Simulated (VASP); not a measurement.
# Rh (P6_3/mmc) in VASP: notebook

Runs on Rh. Level: PBEsol. Tasks: single point.

All numbers are computed with VASP 6.6.1; they aren't measurements. Logs are shortened: lines on timing, memory, paths and dates and some standing lists are left out, and cuts for length are marked.

### Step 1. The cell of the first run

The structure is hexagonal, space group P6_3/mmc (No. 194). Conventional cell: a = 2.767 Å, b = 2.767 Å, c = 4.487 Å, α = 90.00°, β = 90.00°, γ = 120.00°. Rh (site symmetry -6m2) has 12 Rh at 2.75 to 2.77 Å within 3.6 Å.

### Step 2. Single point, PBEsol

INCAR reads:

```
SYSTEM = Rh
PREC = Accurate
ENCUT = 520
EDIFF = 1E-6
ISMEAR = -1
SIGMA = 0.1
LREAL = .FALSE.
LASPH = .TRUE.
NELM = 60
ALGO = Normal
ISIF = 2
LWAVE = .FALSE.
LCHARG = .TRUE.
GGA = PS
LELF = .TRUE.
LVHAR = .TRUE.
NBANDS = 22
```

KPOINTS reads:

```
Automatic mesh
0
G
  12 12 7
  0 0 0
```

POSCAR reads:

```
Rh
1.0
    2.7669170960      0.0000000000      0.0000000000
   -1.3834585480      2.3962204995      0.0000000000
    0.0000000000      0.0000000000      4.4867652751
Rh
2
Direct
    0.6666666667      0.3333333333      0.7500000000
    0.3333333333      0.6666666667      0.2500000000
```

Potentials or basis: VASP PAW PBE potentials, release 64 (Rh_pv).

Run with:

```sh
cat potpaw_PBE.64/Rh_pv/POTCAR > POTCAR
mpirun -np 1 vasp_std > vasp.out
```

OUTCAR:

```text
SYSTEM = Rh
   PREC = Accurate
   ENCUT = 520
   EDIFF = 1E-6
   ISMEAR = -1
   LREAL = .FALSE.
   LASPH = .TRUE.
   NELM = 60
   ISIF = 2
   GGA = PS

 ion  position               nearest neighbor table
   1  0.667  0.333  0.750-   2 2.75   2 2.75   2 2.75   2 2.75   2 2.75   2 2.75
   2  0.333  0.667  0.250-   1 2.75   1 2.75   1 2.75   1 2.75   1 2.75   1 2.75

  LATTYP: Found a hexagonal cell.
 ALAT       =     2.7669170960
 C/A-ratio  =     1.6215756090

  Lattice vectors:

 A1 = (   2.7669170960,   0.0000000000,   0.0000000000)
 A2 = (  -1.3834585480,   2.3962204995,   0.0000000000)
 A3 = (   0.0000000000,   0.0000000000,   4.4867652751)

Analysis of symmetry for initial positions (statically):
=====================================================================
 Subroutine PRICEL returns:
 Original cell was already a primitive cell.

 Routine SETGRP: Setting up the symmetry group for a
 hexagonal supercell.

 Subroutine GETGRP returns: Found 24 space group operations
 (whereof 12 operations were pure point group operations)
 out of a pool of 24 trial point group operations.

The static configuration has the point symmetry D_3d.
 The point group associated with its full space group is D_6h.

Analysis of symmetry for dynamics (positions and initial velocities):
=====================================================================
 Subroutine PRICEL returns:
 Original cell was already a primitive cell.

 Routine SETGRP: Setting up the symmetry group for a
 hexagonal supercell.

 Subroutine GETGRP returns: Found 24 space group operations
 (whereof 12 operations were pure point group operations)
 out of a pool of 24 trial point group operations.

The dynamic configuration has the point symmetry D_3d.
 The point group associated with its full space group is D_6h.

 Subroutine INISYM returns: Found 24 space group operations
 (whereof 12 operations are pure point group operations),
 and found     1 'primitive' translations

----------------------------------------------------------------------------------------

                                     Primitive cell

  volume of cell :      29.7479

  direct lattice vectors                    reciprocal lattice vectors
     2.766917096  0.000000000  0.000000000     0.361413069  0.208661932  0.000000000
    -1.383458548  2.396220500  0.000000000     0.000000000  0.417323865  0.000000000
     0.000000000  0.000000000  4.486765275     0.000000000  0.000000000  0.222877717

  length of vectors
     2.766917096  2.766917100  4.486765275     0.417323865  0.417323865  0.222877717

  position of ions in fractional coordinates (direct lattice)
     0.666666667  0.333333333  0.750000000
     0.333333333  0.666666667  0.250000000

  ion indices of the primitive-cell ions
   primitive index   ion index
                 1           1
                 2           2

----------------------------------------------------------------------------------------

 KPOINTS: Automatic mesh

Automatic generation of k-mesh.
 Grid dimensions read from file:
 generate k-points for:   12   12    7

 Generating k-lattice:

  Cartesian coordinates                     Fractional coordinates (reciprocal lattice)
     0.030117756  0.017388494  0.000000000     0.083333333 -0.000000000  0.000000000
     0.000000000  0.034776989  0.000000000     0.000000000  0.083333333  0.000000000
     0.000000000  0.000000000  0.031839674     0.000000000  0.000000000  0.142857143

  Length of vectors
     0.034776989  0.034776989  0.031839674

  Shift w.r.t. Gamma in fractional coordinates (k-lattice)
     0.000000000  0.000000000  0.000000000

 Subroutine IBZKPT returns following result:
 ===========================================

 Found     76 irreducible k-points:

 Following reciprocal coordinates:
            Coordinates               Weight
  0.000000  0.000000  0.000000      1.000000
  0.083333 -0.000000  0.000000      6.000000
  0.166667  0.000000  0.000000      6.000000
  0.250000  0.000000  0.000000      6.000000
  0.333333  0.000000  0.000000      6.000000
  0.416667 -0.000000  0.000000      6.000000
[... 16 lines left out ...]
  0.250000  0.000000  0.142857     12.000000
  0.333333  0.000000  0.142857     12.000000
 [... further k-points ...]
   k-points           NKPTS =     76   k-points in BZ     NKDIM =     76   number of bands    NBANDS=     22
   number of dos      NEDOS =    301   number of ions     NIONS =      2
   total plane-waves  NPLWV =  20736
   dimension x,y,z NGX =    24 NGY =   24 NGZ =   36
   dimension x,y,z NGXF=    48 NGYF=   48 NGZF=   72
   ions per type =               2
   NGX,Y,Z   is equivalent  to a cutoff of  14.42, 14.42, 13.34 a.u.
   NGXF,Y,Z  is equivalent  to a cutoff of  28.84, 28.84, 26.68 a.u.
 SYSTEM =  Rh
   PREC   = accura    normal or accurate (medium, high low for compatibility)
   ISTART =      0    job   : 0-new  1-cont  2-samecut
   ICHARG =      2    charge: 1-file 2-atom 10-const
   ISPIN  =      1    spin polarized calculation?
   LNONCOLLINEAR =      F non collinear calculations
   LSORBIT =      F    spin-orbit coupling
   LASPH  =      T    aspherical Exc in radial PAW
   ENCUT  =  520.0 eV  38.22 Ry    6.18 a.u.   5.14  5.14  8.34*2*pi/ulx,y,z
   NELM   =     60;   NELMIN=  2; NELMDL= -5     # of ELM steps
   EDIFF  = 0.1E-05   stopping-criterion for ELM
   LREAL  =      F    real-space projection
   EDIFFG = 0.1E-04   stopping-criterion for IOM
   NSW    =      0    number of steps for IOM
   IBRION =     -1    ionic relax: 0-MD 1-quasi-New 2-CG
   NFREE  =      0    steps in history (QN), initial steepest desc. (CG)
   ISIF   =      2    stress and relaxation
   ISYM   =      2    0-nonsym 1-usesym 2-fastsym
   POTIM  = 0.5000    time-step for ionic-motion
   TEBEG  =    0.0;   TEEND  =   0.0 temperature during run
   PSTRESS=    0.0 pullay stress
   NELECT =      30.0000    total number of electrons
   NUPDOWN=      -1.0000    fix difference up-down
   EMIN   =  10.00;   EMAX   =-10.00  energy-range for DOS
   EFERMI =   0.00;   METHOD = LEGACY
   ISMEAR =    -1;   SIGMA  =   0.10  broadening in eV -4-tet -1-fermi 0-gaus
   EFERMI_NEDOS =   21; number of points for ismear=-14 and -15
   IALGO  =     38    algorithm
   IMIX   =      4    mixing-type and parameters
     AMIX     =   0.40;   BMIX     =  1.00
     AMIX_MAG =   1.60;   BMIX_MAG =  1.00
  volume/ion in A,a.u.               =      14.87       100.37
  Fermi-wavevector in a.u.,A,eV,Ry     =   1.641710  3.102382 36.670590  2.695212
  Thomas-Fermi vector in A             =   2.732135
   LORBIT       =      0    0 simple, 1 ext, 2 COOP (PROOUT), +10 PAW based schemes
   GGA     = PS    functional components
   LHFCALC =     F    Hartree Fock is set to
   AEXX    =    0.0000 exact exchange contribution
   IVDW    =     0    specifies the selected vdW correction
   LEPSILON=     F    determine dielectric tensor
   LRPA    =     F    only Hartree local field effects (RPA)
 non-spin polarized calculation
  energy-cutoff  :      520.00
  volume of cell :       29.75
 maximum number of plane-waves:       814
 NGX is ok and might be reduce to    24
   NGX = 11   NGY = 11   NGZ = 17

 number of electron      30.0000002 magnetization

 Free energy of the ion-electron system (eV)
  ---------------------------------------------------
  ext. energy  EPLUGINS =         0.00000000
  ---------------------------------------------------
  free energy    TOTEN  =       -16.06177636 eV

  energy without entropy =      -15.93954690  energy(sigma->0) =      -16.00066163

 E-fermi :  10.4424     XC(G=0): -13.7151

 val. band max:       10.4243282023   @ k =   0.3333   0.3333   0.1429
 cond. band min:      10.4430225944   @ k =   0.1667   0.0833   0.4286
 fundamental gap:      0.0186943921
 Fermi energy:        10.4423748919

 k-point     1 :       0.0000    0.0000    0.0000
  band No.  band energies     occupation
      1     -36.3903      2.00000
      2     -35.8889      2.00000
      3     -35.8889      2.00000
      4     -35.8210      2.00000
      5     -35.8070      2.00000
      6     -35.8070      2.00000
[... 14 lines left out ...]
     21      28.3755      0.00000
     22      28.9317      0.00000

 k-point     2 :       0.0833   -0.0000    0.0000
  band No.  band energies     occupation
      1     -36.3780      2.00000
      2     -35.9168      2.00000
      3     -35.8980      2.00000
      4     -35.8360      2.00000
      5     -35.8261      2.00000
      6     -35.8116      2.00000
[... 14 lines left out ...]
     21      28.6267      0.00000
     22      28.9401      0.00000

 k-point     3 :       0.1667    0.0000    0.0000
  band No.  band energies     occupation
      1     -36.3430      2.00000
      2     -35.9931      2.00000
      3     -35.9221      2.00000
      4     -35.9140      2.00000
      5     -35.8415      2.00000
      6     -35.8247      2.00000
[... 14 lines left out ...]
     21      28.5605      0.00000
     22      28.6921      0.00000

 k-point     4 :       0.2500    0.0000    0.0000
  band No.  band energies     occupation
      1     -36.2905      2.00000
      2     -36.0975      2.00000
      3     -36.0182      2.00000
      4     -35.9541      2.00000
      5     -35.8673      2.00000
      6     -35.8434      2.00000
[... 14 lines left out ...]
     21      26.6456      0.00000
     22      27.4947      0.00000

 k-point     5 :       0.3333    0.0000    0.0000
  band No.  band energies     occupation
      1     -36.2288      2.00000
      2     -36.2022      2.00000
      3     -36.1198      2.00000
      4     -35.9852      2.00000
      5     -35.9022      2.00000
      6     -35.8627      2.00000
[... 14 lines left out ...]
     21      24.8442      0.00000
     22      26.0198      0.00000

 k-point     6 :       0.4167   -0.0000    0.0000
  band No.  band energies     occupation
      1     -36.2789      2.00000
      2     -36.1927      2.00000
      3     -36.1715      2.00000
      4     -36.0075      2.00000
      5     -35.9398      2.00000
      6     -35.8772      2.00000
[... 14 lines left out ...]
     21      23.5408      0.00000
     22      24.8198      0.00000

 k-point     7 :       0.5000    0.0000    0.0000
  band No.  band energies     occupation
      1     -36.3069      2.00000
      2     -36.2191      2.00000
      3     -36.1446      2.00000
      4     -36.0156      2.00000
      5     -35.9595      2.00000
      6     -35.8825      2.00000
[... 324 lines left out ...]
      6     -35.8111      2.00000
[... 14 lines left out ...]
     21      28.4580      0.00000
     22      28.8502      0.00000

 k-point    21 :       0.0833   -0.0000    0.1429
  band No.  band energies     occupation
      1     -36.3522      2.00000
      2     -35.9121      2.00000
      3     -35.8937      2.00000
      4     -35.8667      2.00000
      5     -35.8274      2.00000
      6     -35.8159      2.00000
[... 14 lines left out ...]
     21      28.5464      0.00000
     22      29.0071      0.00000

 k-point    22 :       0.1667    0.0000    0.1429
  band No.  band energies     occupation
      1     -36.3223      2.00000
      2     -35.9862      2.00000
      3     -35.9351      2.00000
      4     -35.9173      2.00000
      5     -35.8491      2.00000
      6     -35.8295      2.00000
[... 14 lines left out ...]
     21      28.0914      0.00000
     22      28.6369      0.00000

 k-point    23 :       0.2500    0.0000    0.1429
  band No.  band energies     occupation
      1     -36.2819      2.00000
      2     -36.0837      2.00000
      3     -36.0356      2.00000
      4     -35.9487      2.00000
      5     -35.8728      2.00000
      6     -35.8489      2.00000
[... 14 lines left out ...]
     21      26.9278      0.00000
     22      27.1864      0.00000

 k-point    24 :       0.3333    0.0000    0.1429
  band No.  band energies     occupation
      1     -36.2628      2.00000
      2     -36.1599      2.00000
      3     -36.1274      2.00000
      4     -35.9792      2.00000
      5     -35.9028      2.00000
      6     -35.8688      2.00000
[... 14 lines left out ...]
     21      25.1961      0.00000
     22      25.5252      0.00000

 [... further k-points ...]

------------------------ aborting loop because EDIFF is reached ----------------------------------------

  FORCE on cell =-STRESS in cart. coord.  units (eV):
  Direction    XX          YY          ZZ          XY          YZ          ZX
  --------------------------------------------------------------------------------------
  -------------------------------------------------------------------------------------
  Total       -3.8092815     -3.8092815     -4.0960039      0.0000000     -0.0000000      0.0000000
  in kB     -205.1622144   -205.1622151   -220.6046514      0.0000000     -0.0000000      0.0000000
  external PRESSURE =    -210.3096936 kB  Pullay stress =       0.0000000 kB

 VOLUME and BASIS-vectors are now :
 -----------------------------------------------------------------------------
  energy-cutoff  :      520.00
  volume of cell :       29.75
      direct lattice vectors                 reciprocal lattice vectors
     2.766917096  0.000000000  0.000000000     0.361413069  0.208661932  0.000000000
    -1.383458548  2.396220500  0.000000000     0.000000000  0.417323865  0.000000000
     0.000000000  0.000000000  4.486765275     0.000000000  0.000000000  0.222877717

 POSITION                                       TOTAL-FORCE (eV/Angst)
 -----------------------------------------------------------------------------------
      1.38346      0.79874      3.36507         0.000000      0.000000      0.000000
     -0.00000      1.59748      1.12169        -0.000000     -0.000000      0.000000
 -----------------------------------------------------------------------------------
    total drift:                               -0.000000      0.000000     -0.000000

  FREE ENERGIE OF THE ION-ELECTRON SYSTEM (eV)
  ---------------------------------------------------
  free  energy   TOTEN  =       -16.0617763640 eV

  energy  without entropy=      -15.9395468961  energy(sigma->0) =      -16.00066163
```

It took 29 s on 1 thread of Intel Xeon Platinum 8259CL at 2.50GHz (Skylake/Cascade Lake), shared host; peak memory 0.17 GiB.

Results:

```
Free energy            : -16.0618 eV
Pressure               : -21.0 GPa
Band gap on the k mesh : zero (band 15 reaches 11.00 eV, above the bottom of band 16 at 8.87 eV)
```

Levels at points of the mesh, in eV from the Fermi level:
```
           k point  band 13  band 14  band 15  band 16  band 17  band 18
(0.00, 0.00, 0.00)    -2.22    -1.67    -1.67     0.14     0.14     0.73
(0.50, 0.00, 0.00)    -1.93     0.40     0.55     0.66     2.79     4.73
```

Caveat: the PAW data sets were made with another functional, which shifts forces and pressure a little.

### Step 3. Single point, PBEsol

This run uses another cell than the first one, of 15.45 Å³/atom, 1.038 times its volume.

INCAR reads:

```
PREC = Accurate
ENCUT = 520
EDIFF = 1E-6
ISMEAR = -1
SIGMA = 0.1
LREAL = F
LASPH = T
NELM = 80
ALGO = Normal
ISIF = 2
LWAVE = F
LCHARG = F
GGA = PS
NBANDS = 22
```

KPOINTS reads:

```
regular mesh
0
Gamma
  12 12 7
```

POSCAR reads:

```
Rh
1.0
    2.8019450816      0.0000000000      0.0000000000
   -1.4009725408      2.4265556249      0.0000000000
    0.0000000000      0.0000000000      4.5435658021
Rh
2
Direct
    0.6666666667      0.3333333333      0.7500000000
    0.3333333333      0.6666666667      0.2500000000
```

Potentials or basis: VASP PAW PBE potentials, release 64 (Rh_pv).

Run with:

```sh
cat potpaw_PBE.64/Rh_pv/POTCAR > POTCAR
mpirun -np 1 vasp_std > vasp.out
```

Wall time 27 s (1 thread of Intel Xeon Platinum 8259CL at 2.50GHz (Skylake/Cascade Lake), shared host); peak memory 0.18 GiB.

The run converged. Its results:

| Item | Value |
| --- | --- |
| Free energy | -15.8909 eV |
| Pressure | -26.9 GPa |
| Band gap on the k mesh | zero (band 15 reaches 10.33 eV, above the bottom of band 16 at 8.33 eV) |

Stress tensor (GPa, compression positive):
```
-26.31   0.00   0.00
  0.00 -26.31   0.00
  0.00   0.00 -27.95
```

Levels at points of the mesh, in eV from the Fermi level:
```
           k point  band 11  band 12  band 13  band 14  band 15  band 16  band 17  band 18  band 19  band 20
(0.00, 0.00, 0.00)    -2.52    -2.09    -2.09    -1.57    -1.57     0.13     0.13     0.79     7.47    15.79
(0.50, 0.00, 0.00)    -2.27    -1.89    -1.81     0.37     0.52     0.62     2.69     4.55     9.45     9.89
```

Caveat: the PAW data sets were made with another functional, which shifts forces and pressure a little.

[end of part 1 of 2]
